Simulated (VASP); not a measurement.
# Co (P6_3/mmc) in VASP: notebook

Runs on Co. Level: PBE. Tasks: single point.

Everything below comes from runs of VASP 6.6.1. Logs are shortened: lines on timing, memory, paths and dates and some standing lists are left out, and cuts for length are marked.

## 1. The cell of the first run

The structure is hexagonal, space group P6_3/mmc (No. 194). Conventional cell: a = 2.469 Å, b = 2.469 Å, c = 3.992 Å, α = 90.00°, β = 90.00°, γ = 120.00°. Within 3.2 Å of Co (site symmetry -6m2) lie 12 Co at 2.45 to 2.47 Å.

## 2. Single point, PBE, collinear spin, ferromagnetic start (10.53 Å³/atom)

Contents of INCAR:

```
ALGO = Normal
EDIFF = 1E-6
ENCUT = 520
GGA = PE
ISIF = 2
ISMEAR = 0
ISPIN = 2
LASPH = True
LCHARG = False
LMAXMIX = 4
LORBIT = 11
LREAL = False
LWAVE = False
MAGMOM = 1.86 1.86
NBANDS = 20
NELM = 150
PREC = Accurate
SIGMA = 0.1
```

Contents of KPOINTS:

```
k-points
0
Gamma
  21 21 10
```

Contents of POSCAR:

```
Co
1.0
    2.4685772438      0.0000000000      0.0000000000
   -1.2342886219      2.1378506043      0.0000000000
    0.0000000000      0.0000000000      3.9923272741
Co
2
Direct
    0.3333333333      0.6666666667      0.2500000000
    0.6666666667      0.3333333333      0.7500000000
```

Potentials or basis: VASP PAW PBE potentials, release 64 (Co).

Launch:

```console
> cat potpaw_PBE.64/Co/POTCAR > POTCAR
> mpirun -np 1 vasp_std > vasp.out
```

OUTCAR:

```text
EDIFF = 1E-6
   ENCUT = 520
   GGA = PE
   ISIF = 2
   ISMEAR = 0
   ISPIN = 2
   LASPH = True
   LORBIT = 11
   LREAL = False
   NELM = 150
   PREC = Accurate

 ion  position               nearest neighbor table
   1  0.333  0.667  0.250-   2 2.45   2 2.45   2 2.45   2 2.45   2 2.45   2 2.45
   2  0.667  0.333  0.750-   1 2.45   1 2.45   1 2.45   1 2.45   1 2.45   1 2.45

  LATTYP: Found a hexagonal cell.
 ALAT       =     2.4685772438
 C/A-ratio  =     1.6172583962

  Lattice vectors:

 A1 = (   2.4685772438,   0.0000000000,   0.0000000000)
 A2 = (  -1.2342886219,   2.1378506043,   0.0000000000)
 A3 = (   0.0000000000,   0.0000000000,   3.9923272741)

Analysis of symmetry for initial positions (statically):
=====================================================================
 Subroutine PRICEL returns:
 Original cell was already a primitive cell.

 Routine SETGRP: Setting up the symmetry group for a
 hexagonal supercell.

 Subroutine GETGRP returns: Found 24 space group operations
 (whereof 12 operations were pure point group operations)
 out of a pool of 24 trial point group operations.

The static configuration has the point symmetry D_3d.
 The point group associated with its full space group is D_6h.

Analysis of symmetry for dynamics (positions and initial velocities):
=====================================================================
 Subroutine PRICEL returns:
 Original cell was already a primitive cell.

 Routine SETGRP: Setting up the symmetry group for a
 hexagonal supercell.

 Subroutine GETGRP returns: Found 24 space group operations
 (whereof 12 operations were pure point group operations)
 out of a pool of 24 trial point group operations.

The dynamic configuration has the point symmetry D_3d.
 The point group associated with its full space group is D_6h.

Analysis of structural, dynamic, and magnetic symmetry:
=====================================================================
 Subroutine PRICEL returns:
 Original cell was already a primitive cell.

 Routine SETGRP: Setting up the symmetry group for a
 hexagonal supercell.

 Subroutine GETGRP returns: Found 24 space group operations
 (whereof 12 operations were pure point group operations)
 out of a pool of 24 trial point group operations.

The overall configuration has the point symmetry D_3d.
 The point group associated with its full space group is D_6h.

 Subroutine INISYM returns: Found 24 space group operations
 (whereof 12 operations are pure point group operations),
 and found     1 'primitive' translations

----------------------------------------------------------------------------------------

                                     Primitive cell

  volume of cell :      21.0693

  direct lattice vectors                    reciprocal lattice vectors
     2.468577244  0.000000000  0.000000000     0.405091638  0.233879766  0.000000000
    -1.234288622  2.137850604  0.000000000     0.000000000  0.467759533  0.000000000
     0.000000000  0.000000000  3.992327274     0.000000000  0.000000000  0.250480467

  length of vectors
     2.468577244  2.468577244  3.992327274     0.467759533  0.467759533  0.250480467

  position of ions in fractional coordinates (direct lattice)
     0.333333333  0.666666667  0.250000000
     0.666666667  0.333333333  0.750000000

  ion indices of the primitive-cell ions
   primitive index   ion index
                 1           1
                 2           2

----------------------------------------------------------------------------------------

 KPOINTS: k-points

Automatic generation of k-mesh.
 Grid dimensions read from file:
 generate k-points for:   21   21   10

 Generating k-lattice:

  Cartesian coordinates                     Fractional coordinates (reciprocal lattice)
     0.019290078  0.011137132  0.000000000     0.047619048  0.000000000  0.000000000
     0.000000000  0.022274263  0.000000000     0.000000000  0.047619048  0.000000000
     0.000000000  0.000000000  0.025048047     0.000000000  0.000000000  0.100000000

  Length of vectors
     0.022274263  0.022274263  0.025048047

  Shift w.r.t. Gamma in fractional coordinates (k-lattice)
     0.000000000  0.000000000  0.000000000

 Subroutine IBZKPT returns following result:
 ===========================================

 Found    288 irreducible k-points:

 Following reciprocal coordinates:
            Coordinates               Weight
  0.000000  0.000000  0.000000      1.000000
  0.047619  0.000000  0.000000      6.000000
  0.095238  0.000000  0.000000      6.000000
  0.142857  0.000000  0.000000      6.000000
  0.190476  0.000000  0.000000      6.000000
  0.238095  0.000000  0.000000      6.000000
[... 16 lines left out ...]
  0.142857  0.095238  0.000000     12.000000
  0.190476  0.095238  0.000000     12.000000
 [... further k-points ...]
   k-points           NKPTS =    288   k-points in BZ     NKDIM =    288   number of bands    NBANDS=     20
   number of dos      NEDOS =    301   number of ions     NIONS =      2
   total plane-waves  NPLWV =   9720
   dimension x,y,z NGX =    18 NGY =   18 NGZ =   30
   dimension x,y,z NGXF=    36 NGYF=   36 NGZF=   60
   ions per type =               2
   NGX,Y,Z   is equivalent  to a cutoff of  12.12, 12.12, 12.49 a.u.
   NGXF,Y,Z  is equivalent  to a cutoff of  24.24, 24.24, 24.98 a.u.
 SYSTEM =  unknown system
   PREC   = accura    normal or accurate (medium, high low for compatibility)
   ISTART =      0    job   : 0-new  1-cont  2-samecut
   ICHARG =      2    charge: 1-file 2-atom 10-const
   ISPIN  =      2    spin polarized calculation?
   LNONCOLLINEAR =      F non collinear calculations
   LSORBIT =      F    spin-orbit coupling
   LASPH  =      T    aspherical Exc in radial PAW
   ENCUT  =  520.0 eV  38.22 Ry    6.18 a.u.   4.59  4.59  7.42*2*pi/ulx,y,z
   NELM   =    150;   NELMIN=  2; NELMDL= -5     # of ELM steps
   EDIFF  = 0.1E-05   stopping-criterion for ELM
   LREAL  =      F    real-space projection
   EDIFFG = 0.1E-04   stopping-criterion for IOM
   NSW    =      0    number of steps for IOM
   IBRION =     -1    ionic relax: 0-MD 1-quasi-New 2-CG
   NFREE  =      0    steps in history (QN), initial steepest desc. (CG)
   ISIF   =      2    stress and relaxation
   ISYM   =      2    0-nonsym 1-usesym 2-fastsym
   POTIM  = 0.5000    time-step for ionic-motion
   TEBEG  =    0.0;   TEEND  =   0.0 temperature during run
   PSTRESS=    0.0 pullay stress
   NELECT =      18.0000    total number of electrons
   NUPDOWN=      -1.0000    fix difference up-down
   EMIN   =  10.00;   EMAX   =-10.00  energy-range for DOS
   EFERMI =   0.00;   METHOD = LEGACY
   ISMEAR =     0;   SIGMA  =   0.10  broadening in eV -4-tet -1-fermi 0-gaus
   EFERMI_NEDOS =   21; number of points for ismear=-14 and -15
   IALGO  =     38    algorithm
   IMIX   =      4    mixing-type and parameters
     AMIX     =   0.40;   BMIX     =  1.00
     AMIX_MAG =   1.60;   BMIX_MAG =  1.00
  volume/ion in A,a.u.               =      10.53        71.09
  Fermi-wavevector in a.u.,A,eV,Ry     =   1.553396  2.935493 32.831403  2.413040
  Thomas-Fermi vector in A             =   2.657633
   LORBIT       =     11    0 simple, 1 ext, 2 COOP (PROOUT), +10 PAW based schemes
   GGA     = PE    functional components
   LHFCALC =     F    Hartree Fock is set to
   AEXX    =    0.0000 exact exchange contribution
   IVDW    =     0    specifies the selected vdW correction
   LEPSILON=     F    determine dielectric tensor
   LRPA    =     F    only Hartree local field effects (RPA)
 spin polarized calculation
 Gauss-broadening in eV      SIGMA  =   0.10
  energy-cutoff  :      520.00
  volume of cell :       21.07
 maximum number of plane-waves:       582
   NGX =  9   NGY =  9   NGZ = 15

 number of electron      17.9999982 magnetization       3.1445138

 Free energy of the ion-electron system (eV)
  ---------------------------------------------------
  ext. energy  EPLUGINS =         0.00000000
  ---------------------------------------------------
  free energy    TOTEN  =       -14.06438823 eV

  energy without entropy =      -14.05558681  energy(sigma->0) =      -14.05998752

 E-fermi :  10.6719     XC(G=0): -13.5777

 val. band max:       10.6705387979   @ k =   0.0952   0.0000   0.2000
 cond. band min:      10.6727081950   @ k =   0.1905   0.1429   0.2000
 fundamental gap:      0.0021693971
 Fermi energy:        10.6719364818

 spin component 1

 k-point     1 :       0.0000    0.0000    0.0000
  band No.  band energies     occupation
      1       1.5997      1.00000
      2       5.4182      1.00000
      3       8.0362      1.00000
      4       8.0580      1.00000
      5       8.0580      1.00000
      6       8.3855      1.00000
[... 12 lines left out ...]
     19      37.0898      0.00000
     20      37.0898      0.00000
[... 507 lines left out ...]
 k-point    24 :       0.1905    0.0952    0.0000
  band No.  band energies     occupation
      1       3.6941      1.00000
      2       6.3295      1.00000
      3       7.1126      1.00000
      4       7.2078      1.00000
      5       8.0845      1.00000
      6       8.1215      1.00000
[... 12 lines left out ...]
     19      36.2091      0.00000
     20      37.3636      0.00000

 [... further k-points ...]

 spin component 2

 k-point     1 :       0.0000    0.0000    0.0000
  band No.  band energies     occupation
      1       1.5932      1.00000
      2       6.3372      1.00000
      3       9.6323      1.00000
      4       9.6568      1.00000
      5       9.6568      1.00000
      6      10.0382      1.00000
[... 12 lines left out ...]
     19      37.3766      0.00000
     20      37.3766      0.00000
[... 507 lines left out ...]
 k-point    24 :       0.1905    0.0952    0.0000
  band No.  band energies     occupation
      1       3.7287      1.00000
      2       7.4421      1.00000
      3       8.2146      1.00000
      4       8.5721      1.00000
      5       9.6124      1.00000
      6       9.7311      1.00000
[... 12 lines left out ...]
     19      36.4132      0.00000
     20      37.7868      0.00000

 [... further k-points ...]
[... 5 lines left out ...]
  --------------------------------------------------------------------------------------
  -------------------------------------------------------------------------------------
  Total        0.7845513      0.7845513      0.7559329      0.0000000      0.0000000      0.0000000
  in kB       59.6597933     59.6597933     57.4835536      0.0000000      0.0000000      0.0000000
  external PRESSURE =      58.9343801 kB  Pullay stress =       0.0000000 kB

 VOLUME and BASIS-vectors are now :
 -----------------------------------------------------------------------------
  energy-cutoff  :      520.00
  volume of cell :       21.07
      direct lattice vectors                 reciprocal lattice vectors
     2.468577244  0.000000000  0.000000000     0.405091638  0.233879766  0.000000000
    -1.234288622  2.137850604  0.000000000     0.000000000  0.467759533  0.000000000
     0.000000000  0.000000000  3.992327274     0.000000000  0.000000000  0.250480467

 POSITION                                       TOTAL-FORCE (eV/Angst)
 -----------------------------------------------------------------------------------
     -0.00000      1.42523      0.99808        -0.000000      0.000000      0.000000
      1.23429      0.71262      2.99425         0.000000     -0.000000      0.000000
 -----------------------------------------------------------------------------------
    total drift:                               -0.000000      0.000000     -0.000000

  FREE ENERGIE OF THE ION-ELECTRON SYSTEM (eV)
  ---------------------------------------------------
  free  energy   TOTEN  =       -14.0643882277 eV

  energy  without entropy=      -14.0555868090  energy(sigma->0) =      -14.05998752

 total charge

# of ion       s       p       d       tot
------------------------------------------
    1        0.501   0.548   7.284   8.332
    2        0.501   0.548   7.284   8.332
--------------------------------------------------
tot          1.002   1.095  14.567  16.664

 magnetization (x)

# of ion       s       p       d       tot
------------------------------------------
    1       -0.016  -0.056   1.659   1.587
    2       -0.016  -0.056   1.659   1.587
--------------------------------------------------
tot         -0.031  -0.112   3.317   3.174
```

Run time: 6.5 min. Hardware: 1 thread of Intel Xeon 8259CL, shared host; peak memory 0.24 GiB.

What came out:

```yaml
Free_energy: -14.0644 eV
Pressure: 5.9 GPa
Net_moment: 3.14 μB per cell
Site_moments: Co +1.59 μB
Valence_electrons_inside_the_program's_atomic_spheres: Co 8.33
```

Caveat: the cell stands under pressure.

(Part 1 of 2 ends here.)
